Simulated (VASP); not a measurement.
# TiCo in VASP: a series of runs

Aim: see how the results for TiCo move with the level of theory and the settings. Levels: PBEsol, PBE. Tasks: single point.

Program: VASP 6.6.1. These are calculated values, not measurements. Logs are shortened: lines on timing, memory, paths and dates and some standing lists are left out, and cuts for length are marked.

### 1 The cell of the first run

The structure is cubic, space group Pm-3m (No. 221). Conventional cell: a = 2.986 Å, b = 2.986 Å, c = 2.986 Å, α = 90.00°, β = 90.00°, γ = 90.00°. Within 3.4 Å of Co (site symmetry m-3m) lie 8 Ti at 2.59 Å and 6 Co at 2.99 Å. Within 3.4 Å of Ti (site symmetry m-3m) lie 8 Co at 2.59 Å and 6 Ti at 2.99 Å.

### 2 Single point, PBEsol, collinear spin, ferromagnetic start

Contents of INCAR:

```
  PREC = Accurate
  ENCUT = 600
  EDIFF = 1E-6
  ISMEAR = -1
  SIGMA = 0.05
  LREAL = F
  LASPH = T
  NELM = 200
  ALGO = Normal
  ISIF = 2
  LWAVE = F
  LCHARG = F
  ISPIN = 2
  MAGMOM = 2.53333 1.26667
  LORBIT = 11
  NUPDOWN = 3.8
  LMAXMIX = 4
  GGA = PS
  NBANDS = 26
  GGA_COMPAT = F
```

Contents of KPOINTS:

```
regular mesh
0
Gamma
  8 8 8
```

Contents of POSCAR:

```
TiCo
1.0
    2.9861109900      0.0000000000      0.0000000000
    0.0000000000      2.9861109900      0.0000000000
    0.0000000000      0.0000000000      2.9861109900
Co Ti
1 1
Direct
    0.5000000000      0.5000000000      0.5000000000
    0.0000000000      0.0000000000      0.0000000000
```

Potentials or basis: VASP PAW PBE potentials, release 64 (Co_sv, Ti_sv).

Started as:

```sh
$ cat potpaw_PBE.64/Co_sv/POTCAR potpaw_PBE.64/Ti_sv/POTCAR > POTCAR
$ mpirun -np 1 vasp_std > vasp.out
```

OUTCAR:

```text
PREC = Accurate
   ENCUT = 600
   EDIFF = 1E-6
   ISMEAR = -1
   LREAL = F
   LASPH = T
   NELM = 200
   ISIF = 2
   ISPIN = 2
   LORBIT = 11
   NUPDOWN = 3.8
   GGA = PS

 ion  position               nearest neighbor table
   1  0.500  0.500  0.500-   2 2.59   2 2.59   2 2.59   2 2.59   2 2.59   2 2.59   2 2.59   2 2.59

   2  0.000  0.000  0.000-   1 2.59   1 2.59   1 2.59   1 2.59   1 2.59   1 2.59   1 2.59   1 2.59

  LATTYP: Found a simple cubic cell.
 ALAT       =     2.9861109900

  Lattice vectors:

 A1 = (   2.9861109900,   0.0000000000,   0.0000000000)
 A2 = (   0.0000000000,   2.9861109900,   0.0000000000)
 A3 = (   0.0000000000,   0.0000000000,   2.9861109900)

Analysis of symmetry for initial positions (statically):
=====================================================================
 Subroutine PRICEL returns:
 Original cell was already a primitive cell.

 Routine SETGRP: Setting up the symmetry group for a
 simple cubic supercell.

 Subroutine GETGRP returns: Found 48 space group operations
 (whereof 48 operations were pure point group operations)
 out of a pool of 48 trial point group operations.

The static configuration has the point symmetry O_h .

Analysis of symmetry for dynamics (positions and initial velocities):
=====================================================================
 Subroutine PRICEL returns:
 Original cell was already a primitive cell.

 Routine SETGRP: Setting up the symmetry group for a
 simple cubic supercell.

 Subroutine GETGRP returns: Found 48 space group operations
 (whereof 48 operations were pure point group operations)
 out of a pool of 48 trial point group operations.

The dynamic configuration has the point symmetry O_h .

Analysis of structural, dynamic, and magnetic symmetry:
=====================================================================
 Subroutine PRICEL returns:
 Original cell was already a primitive cell.

 Routine SETGRP: Setting up the symmetry group for a
 simple cubic supercell.

 Subroutine GETGRP returns: Found 48 space group operations
 (whereof 48 operations were pure point group operations)
 out of a pool of 48 trial point group operations.

The overall configuration has the point symmetry O_h .

 Subroutine INISYM returns: Found 48 space group operations
 (whereof 48 operations are pure point group operations),
 and found     1 'primitive' translations

----------------------------------------------------------------------------------------

                                     Primitive cell

  volume of cell :      26.6267

  direct lattice vectors                    reciprocal lattice vectors
     2.986110990  0.000000000  0.000000000     0.334883735  0.000000000  0.000000000
     0.000000000  2.986110990  0.000000000     0.000000000  0.334883735  0.000000000
     0.000000000  0.000000000  2.986110990     0.000000000  0.000000000  0.334883735

  length of vectors
     2.986110990  2.986110990  2.986110990     0.334883735  0.334883735  0.334883735

  position of ions in fractional coordinates (direct lattice)
     0.500000000  0.500000000  0.500000000
     0.000000000  0.000000000  0.000000000

  ion indices of the primitive-cell ions
   primitive index   ion index
                 1           1
                 2           2

----------------------------------------------------------------------------------------

 KPOINTS: regular mesh

Automatic generation of k-mesh.
 Grid dimensions read from file:
 generate k-points for:    8    8    8

 Generating k-lattice:

  Cartesian coordinates                     Fractional coordinates (reciprocal lattice)
     0.041860467  0.000000000  0.000000000     0.125000000  0.000000000  0.000000000
     0.000000000  0.041860467  0.000000000     0.000000000  0.125000000  0.000000000
     0.000000000  0.000000000  0.041860467     0.000000000  0.000000000  0.125000000

  Length of vectors
     0.041860467  0.041860467  0.041860467

  Shift w.r.t. Gamma in fractional coordinates (k-lattice)
     0.000000000  0.000000000  0.000000000

 Subroutine IBZKPT returns following result:
 ===========================================

 Found     35 irreducible k-points:

 Following reciprocal coordinates:
            Coordinates               Weight
  0.000000  0.000000  0.000000      1.000000
  0.125000  0.000000  0.000000      6.000000
  0.250000  0.000000  0.000000      6.000000
  0.375000  0.000000  0.000000      6.000000
  0.500000  0.000000  0.000000      3.000000
  0.125000  0.125000  0.000000     12.000000
[... 16 lines left out ...]
  0.375000  0.375000  0.125000     24.000000
  0.500000  0.375000  0.125000     24.000000
 [... further k-points ...]
   k-points           NKPTS =     35   k-points in BZ     NKDIM =     35   number of bands    NBANDS=     26
   number of dos      NEDOS =    301   number of ions     NIONS =      2
   total plane-waves  NPLWV =  13824
   dimension x,y,z NGX =    24 NGY =   24 NGZ =   24
   dimension x,y,z NGXF=    48 NGYF=   48 NGZF=   48
   ions per type =               1   1
   NGX,Y,Z   is equivalent  to a cutoff of  13.36, 13.36, 13.36 a.u.
   NGXF,Y,Z  is equivalent  to a cutoff of  26.72, 26.72, 26.72 a.u.
 SYSTEM =  unknown system
   PREC   = accura    normal or accurate (medium, high low for compatibility)
   ISTART =      0    job   : 0-new  1-cont  2-samecut
   ICHARG =      2    charge: 1-file 2-atom 10-const
   ISPIN  =      2    spin polarized calculation?
   LNONCOLLINEAR =      F non collinear calculations
   LSORBIT =      F    spin-orbit coupling
   LASPH  =      T    aspherical Exc in radial PAW
   ENCUT  =  600.0 eV  44.10 Ry    6.64 a.u.   5.96  5.96  5.96*2*pi/ulx,y,z
   NELM   =    200;   NELMIN=  2; NELMDL= -5     # of ELM steps
   EDIFF  = 0.1E-05   stopping-criterion for ELM
   LREAL  =      F    real-space projection
   EDIFFG = 0.1E-04   stopping-criterion for IOM
   NSW    =      0    number of steps for IOM
   IBRION =     -1    ionic relax: 0-MD 1-quasi-New 2-CG
   NFREE  =      0    steps in history (QN), initial steepest desc. (CG)
   ISIF   =      2    stress and relaxation
   ISYM   =      2    0-nonsym 1-usesym 2-fastsym
   POTIM  = 0.5000    time-step for ionic-motion
   TEBEG  =    0.0;   TEEND  =   0.0 temperature during run
   PSTRESS=    0.0 pullay stress
   NELECT =      29.0000    total number of electrons
   NUPDOWN=       3.8000    fix difference up-down
   EMIN   =  10.00;   EMAX   =-10.00  energy-range for DOS
   EFERMI =   0.00;   METHOD = LEGACY
   ISMEAR =    -1;   SIGMA  =   0.05  broadening in eV -4-tet -1-fermi 0-gaus
   EFERMI_NEDOS =   21; number of points for ismear=-14 and -15
   IALGO  =     38    algorithm
   IMIX   =      4    mixing-type and parameters
     AMIX     =   0.40;   BMIX     =  1.00
     AMIX_MAG =   1.60;   BMIX_MAG =  1.00
  volume/ion in A,a.u.               =      13.31        89.84
  Fermi-wavevector in a.u.,A,eV,Ry     =   1.684360  3.182979 38.600656  2.837068
  Thomas-Fermi vector in A             =   2.767396
   LORBIT       =     11    0 simple, 1 ext, 2 COOP (PROOUT), +10 PAW based schemes
   GGA     = PS    functional components
   LHFCALC =     F    Hartree Fock is set to
   AEXX    =    0.0000 exact exchange contribution
   IVDW    =     0    specifies the selected vdW correction
   LEPSILON=     F    determine dielectric tensor
   LRPA    =     F    only Hartree local field effects (RPA)
 spin polarized calculation
  energy-cutoff  :      600.00
  volume of cell :       26.63
 maximum number of plane-waves:       912
 NGX is ok and might be reduce to    24
   NGX = 11   NGY = 11   NGZ = 11

 number of electron      29.0000006 magnetization       3.8000002

 Free energy of the ion-electron system (eV)
  ---------------------------------------------------
  ext. energy  EPLUGINS =         0.00000000
  ---------------------------------------------------
  free energy    TOTEN  =       -14.94775202 eV

  energy without entropy =      -14.90937085  energy(sigma->0) =      -14.92856143

 E-fermi :   9.2424     XC(G=0): -12.8905

 val. band max:       11.4269607394   @ k =   0.5000   0.2500   0.0000
 cond. band min:       9.2429046475   @ k =   0.3750   0.1250   0.0000
 fundamental gap:     -2.1840560919
 Fermi energy:        11.4607096427

 spin component 1

 k-point     1 :       0.0000    0.0000    0.0000
  band No.  band energies     occupation
      1     -85.9579      1.00000
      2     -49.3376      1.00000
      3     -49.3376      1.00000
      4     -49.3376      1.00000
      5     -45.8652      1.00000
      6     -22.1148      1.00000
[... 18 lines left out ...]
     25      29.2672      0.00000
     26      30.8786      0.00000

 k-point     2 :       0.1250    0.0000    0.0000
  band No.  band energies     occupation
      1     -85.9577      1.00000
      2     -49.3416      1.00000
      3     -49.3373      1.00000
      4     -49.3373      1.00000
      5     -45.8593      1.00000
      6     -22.1639      1.00000
[... 630 lines left out ...]
 k-point    24 :       0.5000    0.3750    0.1250
  band No.  band energies     occupation
      1     -85.9551      1.00000
      2     -49.3585      1.00000
      3     -49.3545      1.00000
      4     -49.3367      1.00000
      5     -45.7988      1.00000
      6     -22.3927      1.00000
[... 18 lines left out ...]
     25      26.0429      0.00000
     26      30.0686      0.00000

 [... further k-points ...]

 spin component 2

 k-point     1 :       0.0000    0.0000    0.0000
  band No.  band energies     occupation
      1     -83.7146      1.00000
      2     -47.1454      1.00000
      3     -47.1454      1.00000
      4     -47.1454      1.00000
      5     -44.8465      1.00000
      6     -21.0895      1.00000
[... 18 lines left out ...]
     25      30.5491      0.00000
     26      31.8279      0.00000

 k-point     2 :       0.1250    0.0000    0.0000
  band No.  band energies     occupation
      1     -83.7143      1.00000
      2     -47.1503      1.00000
      3     -47.1450      1.00000
      4     -47.1450      1.00000
      5     -44.8401      1.00000
      6     -21.1379      1.00000
[... 630 lines left out ...]
 k-point    24 :       0.5000    0.3750    0.1250
  band No.  band energies     occupation
      1     -83.7115      1.00000
      2     -47.1687      1.00000
      3     -47.1639      1.00000
      4     -47.1445      1.00000
      5     -44.7807      1.00000
      6     -21.3619      1.00000
[... 18 lines left out ...]
     25      27.1442      0.00000
     26      31.1374      0.00000

 [... further k-points ...]
[... 5 lines left out ...]
  --------------------------------------------------------------------------------------
  -------------------------------------------------------------------------------------
  Total        1.7014738      1.7014738      1.7014738     -0.0000000      0.0000000     -0.0000000
  in kB      102.3806813    102.3806813    102.3806813     -0.0000000      0.0000000     -0.0000000
  external PRESSURE =     102.3806813 kB  Pullay stress =       0.0000000 kB

 VOLUME and BASIS-vectors are now :
 -----------------------------------------------------------------------------
  energy-cutoff  :      600.00
  volume of cell :       26.63
      direct lattice vectors                 reciprocal lattice vectors
     2.986110990  0.000000000  0.000000000     0.334883735  0.000000000  0.000000000
     0.000000000  2.986110990  0.000000000     0.000000000  0.334883735  0.000000000
     0.000000000  0.000000000  2.986110990     0.000000000  0.000000000  0.334883735

 POSITION                                       TOTAL-FORCE (eV/Angst)
 -----------------------------------------------------------------------------------
      1.49306      1.49306      1.49306         0.000000      0.000000      0.000000
      0.00000      0.00000      0.00000         0.000000      0.000000      0.000000
 -----------------------------------------------------------------------------------
    total drift:                                0.000000      0.000000     -0.000000

  FREE ENERGIE OF THE ION-ELECTRON SYSTEM (eV)
  ---------------------------------------------------
  free  energy   TOTEN  =       -14.9477520182 eV

  energy  without entropy=      -14.9093708452  energy(sigma->0) =      -14.92856143

 total charge

# of ion       s       p       d       tot
------------------------------------------
    1        2.283   6.109   6.660  15.053
    2        2.234   6.163   2.022  10.419
--------------------------------------------------
tot          4.517  12.272   8.683  25.472

 magnetization (x)

# of ion       s       p       d       tot
------------------------------------------
    1        0.030   0.075   1.848   1.953
    2        0.016   0.082   1.052   1.149
--------------------------------------------------
tot          0.046   0.157   2.900   3.102
```

It took 37 s on 1 thread of Intel Xeon 6975P-C (Granite Rapids), shared host; peak memory 0.17 GiB.

Results:

```
Free energy                                           : -14.9478 eV
Pressure                                              : 10.2 GPa
Net moment                                            : 3.80 μB per cell
Site moments                                          : Co +1.95; Ti +1.15 μB
Valence electrons inside the program's atomic spheres : Co 15.05; Ti 10.42
```

Caveat: the PAW data sets were made with another functional, which shifts forces and pressure a little; the total moment is fixed, so each spin has its own Fermi level.

### 3 Single point, PBE, collinear spin, ferromagnetic start (atoms moved at random)

Contents of INCAR:

```
ALGO = Fast
EDIFF = 1E-6
ENCUT = 520
GGA = PE
ISIF = 2
ISMEAR = -1
ISPIN = 2
LASPH = True
LCHARG = False
LMAXMIX = 4
LORBIT = 11
LREAL = False
LUSENCCL = False
LWAVE = False
MAGMOM = 2 1
NBANDS = 22
NELM = 150
PREC = Accurate
SIGMA = 0.05
```

Contents of KPOINTS:

```
k-points
0
Gamma
  9 9 9
```

Contents of POSCAR:

```
TiCo
1.0
    2.9861109900      0.0000000000      0.0000000000
    0.0000000000      2.9861109900      0.0000000000
    0.0000000000      0.0000000000      2.9861109900
Co Ti
1 1
Direct
    0.5055210000      0.5022710000      0.4966010000
    0.0047930000     -0.0085480000     -0.0036040000
```

Potentials or basis: VASP PAW PBE potentials, release 64 (Co, Ti_sv).

Started as:

```sh
$ cat potpaw_PBE.64/Co/POTCAR potpaw_PBE.64/Ti_sv/POTCAR > POTCAR
$ mpirun -np 1 vasp_std > vasp.out
```

It took 30 min on 1 × NVIDIA H100 80GB with 1 thread of Intel Xeon Platinum 8481C at 2.70GHz (Sapphire Rapids), shared host; peak memory 1.4 GiB.

It converged, with:

- Free energy: -15.6806 eV
- Pressure: -1.1 GPa
- Largest force: 0.161 eV/Å
- Net moment: 0.79 μB per cell
- Site moments: Co +0.87; Ti -0.03 μB
- Valence electrons inside the program's atomic spheres: Co 8.29; Ti 10.29

Forces in eV/Å, atoms in the order of the input:
```
Co  -0.011 -0.160 -0.003
Ti   0.011  0.160  0.003
```

Levels at points of the mesh, in eV from the Fermi level:
Spin up:
```
           k point  band 9  band 10  band 11  band 12  band 13  band 14
(0.00, 0.00, 0.00)   -1.87    -1.87     0.47     0.48     2.64     2.64
```
Spin down:
```csv
k point,band 8,band 9,band 10,band 11,band 12,band 13
"(0.00, 0.00, 0.00)",-1.36,-1.35,-1.35,0.98,0.99,2.74
```

Caveat: the cell differs from its parent crystal (atoms moved at random).
